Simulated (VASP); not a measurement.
RbCl, 2 atoms in the cell. Symmetry: Fm-3m, No. 225, cubic system. Conventional cell: a = 6.409 Å, b = 6.409 Å, c = 6.409 Å, α = 90.00°, β = 90.00°, γ = 90.00°. Rb (site symmetry m-3m) has 6 Cl at 3.20 Å within 4.2 Å. Within 4.2 Å of Cl (site symmetry m-3m) lie 6 Rb at 3.20 Å. 

| Item | Value |
| --- | --- |
| Program | VASP 6.6.1 |
| Task | single point |
| Functional | LDA |
| Potentials or basis | VASP PAW LDA potentials, release 64 (Rb_sv, Cl) |
| Cutoff | 500 eV |
| k mesh | 6 × 6 × 6 |
| Occupations | gaussian, width 0.01 eV |
| Spin | no spin polarisation |
| Dipole correction | no |
| Further INCAR settings | ALGO = Normal; EDIFF = 1e-06; NBANDS = 15 |

Potentials or basis: VASP PAW LDA potentials, release 64 (Rb_sv, Cl).

Command:

```bash
$ cat potpaw_LDA.64/Rb_sv/POTCAR potpaw_LDA.64/Cl/POTCAR > POTCAR
$ mpirun -np 1 vasp_std > vasp.out
```

Hardware: 1 thread of Intel(R) Xeon(R) Platinum 8375C CPU @ 2.90GHz (Ice Lake), with other jobs on the host.

**Question.** Estimate the wall time of this run.

**Answer.** Run time: 25 s on 1 thread of Intel(R) Xeon(R) Platinum 8375C CPU @ 2.90GHz (Ice Lake), with other jobs on the host, peak memory 0.17 GiB. Counts: scf iterations 12, k points 16.
